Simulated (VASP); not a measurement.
Runs of VASP 6.6.1 on Pd. The structure is that of space group Fm-3m (No. 225), or close to it. The cells are those of the table. 

```csv
task,cell,k mesh,gap on the mesh (eV),pressure (GPa),relaxed volume (Å³/atom)
single point,"a = 2.747 Å, angles 60.0°, 1 atom",8 × 8 × 8,none,(a),-
relaxation of cell and atoms,"relaxed from a = 2.792 Å, angles 60.0°, 1 atom",18 × 18 × 18,none,0.0,15.29
single point,"a = 2.792 Å, angles 60.0°, 1 atom",8 × 8 × 8,none,-0.2,-
single point,"a = 2.788 Å, angles 60.0°, 1 atom",18 × 18 × 18,none,-0.2,-
relaxation of cell and atoms,"relaxed from a = 2.747 Å, angles 60.0°, 1 atom",8 × 8 × 8,none,-0.1,15.38
```

Alike in all rows: level PBE; potentials or basis VASP PAW PBE potentials, release 64 (Pd); no spin polarisation; cutoff (eV) 500; smearing gaussian 0.1 eV.

**Question.** Estimate the missing entries.

**Answer.** (a) 9.0.

Caveats: the cell stands under pressure (at least some runs).

A k mesh can miss the band edges, and the runs leave out spin-orbit coupling on Pd.

A gap of «none» marks levels without a gap at the run's occupations.
